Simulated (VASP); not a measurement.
PbO: single point with PBE

Crystal: PbO.

```
CELL_PARAMETERS angstrom
4.04591 0.00000 0.00000
0.00000 4.04591 0.00000
0.00000 0.00000 5.31779
ATOMIC_POSITIONS crystal
Pb 0.50000 0.00000 0.22377
Pb 0.00000 0.50000 0.77623
O 0.00000 0.00000 0.00000
O 0.50000 0.50000 0.00000
```

This cell differs from its parent crystal: volume scaled by 0.945.

```
Program                : VASP 6.6.1
Task                   : single point
Functional             : PBE
Potentials or basis    : VASP PAW PBE potentials, release 64 (Pb_d, O)
Cutoff                 : 520 eV
k mesh                 : 8 × 8 × 6
Occupations            : gaussian, width 0.05 eV
Spin                   : no spin polarisation
Dipole correction      : no
Further INCAR settings : ALGO = Normal; EDIFF = 1e-06; NBANDS = 28
```

The pressure is 0.7 GPa. The largest force is 0.039 eV/Å and the band gap on the k mesh is 1.56 eV, indirect (least direct gap 2.08 eV).

Forces on the atoms (eV/Å):
```
Pb   0.000  0.000  0.039
Pb   0.000  0.000 -0.039
O    0.000  0.000  0.000
O    0.000  0.000  0.000
```

Levels at points of the mesh, in eV from the valence-band top:
```csv
k point,band 17,band 18,band 19,band 20,band 21,band 22,band 23,band 24
"(0.00, 0.00, 0.00)",-1.51,-1.49,-1.49,0.00,2.07,4.92,5.79,5.79
"(0.50, 0.00, 0.00)",-2.76,-2.76,-1.41,-1.41,3.23,3.23,6.04,6.04
"(0.50, 0.50, 0.00)",-1.58,-1.58,-0.88,-0.88,1.56,1.56,5.25,5.25
"(0.00, 0.00, 0.50)",-1.53,-1.51,-1.51,-0.78,1.86,4.28,4.30,4.30
"(0.50, 0.00, 0.50)",-2.74,-2.74,-0.89,-0.89,2.95,2.95,6.36,6.36
"(0.50, 0.50, 0.50)",-1.97,-1.97,-0.88,-0.88,3.61,3.61,4.30,4.30
```

It took 63 s on 1 thread of AMD EPYC 9R45 96-Core Processor (Zen 5), on a shared host, peak memory 0.23 GiB.

Caveat: spin-orbit coupling is left out, which moves the levels of the heavy elements. A k mesh can miss the band edges.
